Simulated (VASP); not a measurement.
Wanted: the native input for a VASP 6.6.1 run.

```
Task                   : single point
Functional             : PBEsol
Potentials or basis    : VASP PAW PBE potentials, release 64 (Ge_d)
Cutoff                 : 520 eV
k mesh                 : 8 × 8 × 6
Occupations            : methfessel-paxton, width 0.1 eV
Spin                   : no spin polarisation
Dipole correction      : no
Further INCAR settings : ALGO = Normal; EDIFF = 1e-06; NBANDS = 21
```

The structure of Ge lies in POSCAR:

```
Ge
1.0
   -2.5771700000      2.7232100000      1.4254800000
    2.5399200000     -2.7117800000      1.3358000000
    2.4847100000      2.6193100000     -1.4044200000
Ge
2
Direct
    0.2554171592      0.7657908283      0.5080111047
    0.5008400000      0.4981200000      0.0065300000
```

The input as run:

INCAR

```
ALGO = Normal
EDIFF = 1E-6
ENCUT = 520
GGA = PS
ISIF = 2
ISMEAR = 1
LASPH = T
LCHARG = T
LELF = T
LREAL = F
LVHAR = T
LWAVE = F
NBANDS = 21
NELM = 60
PREC = Accurate
SIGMA = 0.1
```

KPOINTS

```
k-points
0
Gamma
  8 8 6
```

Potentials or basis: VASP PAW PBE potentials, release 64 (Ge_d).

The run is started by

```sh
$ cat potpaw_PBE.64/Ge_d/POTCAR > POTCAR
$ mpirun -np 1 vasp_std > vasp.out
```

It gave:

```json
{"Pressure": "-0.2 GPa", "Largest force": "0.381 eV/Å", "Band gap on the k mesh": "zero (bands 14 and 15 overlap by 5.17 eV)"}
```

Caveat: the stress differs along the axes, from -7 to 4 GPa; the PAW data sets were made with another functional, which shifts forces and pressure a little.

Wall time 75 s on 1 thread of Intel(R) Xeon(R) Platinum 8488C (Sapphire Rapids), on a shared host, peak memory 0.25 GiB.
